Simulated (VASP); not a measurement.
V: single point with PBE

V:

```
V
1.0
     0.00000    1.85625    1.85625
     1.85625    0.00000    1.85625
     1.85625    1.85625    0.00000
V
1
Direct
  0.00000 0.00000 0.00000
```

This isn't the form of V at room conditions, which is bcc.

```json
{
  "Program": "VASP 6.6.1",
  "Task": "single point",
  "Functional": "PBE",
  "Potentials or basis": "VASP PAW PBE potentials, release 64 (V_sv)",
  "Cutoff": "520 eV",
  "k mesh": "23 × 23 × 23",
  "Occupations": "fermi-dirac, width 0.05 eV",
  "Spin": "collinear spin, ferromagnetic start",
  "Starting moments": "[1.0] μB",
  "Dipole correction": "no",
  "Further INCAR settings": "ALGO = Normal; EDIFF = 1e-06; NBANDS = 16"
}
```

* Pressure: 17.4 GPa
* Net moment: 0.00 μB per cell
* Valence electrons inside the program's atomic spheres: V 11.74

Levels at points of the mesh, in eV from the Fermi level:
Spin up:
| k point | band 2 | band 3 | band 4 | band 5 | band 6 | band 7 | band 8 | band 9 | band 10 | band 11 |
| --- | --- | --- | --- | --- | --- | --- | --- | --- | --- | --- |
| (0.00, 0.00, 0.00) | -37.23 | -37.23 | -37.23 | -7.04 | 0.15 | 0.15 | 0.15 | 2.10 | 2.10 | 18.11 |
Spin down:
| k point | band 4 | band 5 | band 6 | band 7 | band 8 | band 9 |
| --- | --- | --- | --- | --- | --- | --- |
| (0.00, 0.00, 0.00) | -37.23 | -7.04 | 0.15 | 0.15 | 0.15 | 2.10 |

It took 48 s on 1 thread of Intel(R) Xeon(R) 6975P-C (Granite Rapids), on a shared host, peak memory 0.22 GiB.

Caveat: the cell stands under pressure.
